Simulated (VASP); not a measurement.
Here is a VASP 6.6.1 calculation.

File INCAR:

```
SYSTEM = Te
PREC     = Accurate       ! precision mode
ENCUT    = 520            ! plane-wave cutoff, eV
EDIFF    = 1E-6           ! SCF threshold, eV
ISMEAR   = -1             ! smearing method
SIGMA    = 0.05           ! smearing width, eV
LREAL    = .FALSE.        ! projectors in reciprocal space
LASPH    = .TRUE.         ! aspherical terms in the spheres
NELM     = 60             ! most SCF steps
ALGO     = Normal         ! electronic algorithm
ISIF     = 2              ! what is computed and relaxed
LWAVE    = .FALSE.        ! write WAVECAR
LCHARG   = .TRUE.         ! write CHGCAR
GGA      = PE             ! functional
LELF     = .TRUE.         ! ELF
LVHAR    = .TRUE.       
NBANDS   = 9              ! bands
```

The input KPOINTS:

```
regular mesh
0
G
  14 14 14
  0 0 0
```

File POSCAR:

```
Te
1.0
   -1.9265655083      1.9265655083      1.9265655083
    1.9265655083     -1.9265655083      1.9265655083
    1.9265655083      1.9265655083     -1.9265655083
Te
1
Direct
    0.0000000000      0.0000000000      0.0000000000
```

Potentials or basis: VASP PAW PBE potentials, release 64 (Te).

Run with:

```console
$ cat potpaw_PBE.64/Te/POTCAR > POTCAR
$ mpirun -np 1 vasp_std > vasp.out
```

Q: Predict the pressure.

A: -0.1 GPa.

Q: Estimate the band gap on the k mesh.

A: Zero (bands 3 and 4 overlap by 5.88 eV).

Caveat: spin-orbit coupling is left out, which moves the levels of the heavy elements.
